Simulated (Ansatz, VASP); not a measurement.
# MgI2: VASP beside Ansatz

Contents of INCAR:

```
  PREC = Accurate
  ENCUT = 520
  EDIFF = 1E-6
  ISMEAR = -1
  SIGMA = 0.02
  LREAL = False
  LASPH = True
  NELM = 80
  ALGO = Normal
  ISIF = 2
  LWAVE = False
  LCHARG = False
  GGA = PE
  NBANDS = 15
```

Contents of KPOINTS:

```
regular mesh
0
Gamma
  8 8 8
```

POSCAR

```
MgI2
1.0
    2.0274773790      1.1705646105      7.3642549727
   -2.0274773790      1.1705646105      7.3642549727
    0.0000000000     -2.3411292211      7.3642549727
Mg I
1 2
Direct
   -0.0000077192     -0.0000077192     -0.0000077192
    0.4168126133      0.4168126133      0.4168126133
    0.2498617726      0.2498617726      0.2498617726
```

Input for Ansatz:

```yaml
crystal:
  lattice:
    - [2.027477379, 1.1705646105, 7.3642549727]
    - [-2.027477379, 1.1705646105, 7.3642549727]
    - [0.0, -2.3411292211, 7.3642549727]
  atoms:
    - { symbol: Mg, position: [-7.7192e-06, -7.7192e-06, -7.7192e-06] }
    - { symbol: I, position: [0.4168126133, 0.4168126133, 0.4168126133] }
    - { symbol: I, position: [0.2498617726, 0.2498617726, 0.2498617726] }
kpoints:
  mp_grid: { grid: [8, 8, 8] }
  band_path:
    path:
      - [0.0, 0.0, 0.0]
      - [-0.5, -0.5, -0.5]
      - [-0.5, -0.1840196429, -0.8159803571]
      - [-0.1840196429, 0.1840196429, -0.5]
      - [0.0, 0.0, -0.5]
      - [0.0, 0.3420098215, -0.3420098215]
      - [-0.3420098215, 0.0, -0.6579901785]
      - [-0.5, 0.0, -0.5]
      - [-0.114583, -0.114583, 0.40625]
    npoints: 1
hamiltonian:
  xc: pbe
scf:
  occupations: { method: fermi_dirac, width: 0.02 }
  n_extra_bands: 4
output:
  forces: true
  stress: true
  eigenvalues: true
```

Change from the starting cell: uniaxial_z strain +1.5%.

Alike in both runs: task single point; functional PBE; k mesh 8 × 8 × 8; occupations fermi-dirac, width 0.02 eV; no spin polarisation.

|  | VASP | Ansatz |
| --- | --- | --- |
| version | VASP 6.6.1 | Ansatz 0.2.0 |
| potentials or method | VASP PAW PBE potentials, release 64 (Mg, I) | plane waves, PAW |
| plane-wave cutoff (eV) | 520 | 420 |
| valence electrons in the cell | 16 | 44 |

```tsv
	VASP	Ansatz	Ansatz less VASP
gap on the k mesh at the Fermi level (eV)	2.75	2.77	+0.016
pressure (GPa)	0.9	0.9	+0.06
rms of the force components (eV/Å)	0.004	0.000	-0.0035
```

Atom by atom the forces differ by 0.004 eV/Å (rms over components). VASP's potentials hold 16 valence electrons a cell and Ansatz's 44, so a difference there can come from the potentials and not from the codes.

Spin-orbit coupling is off throughout.
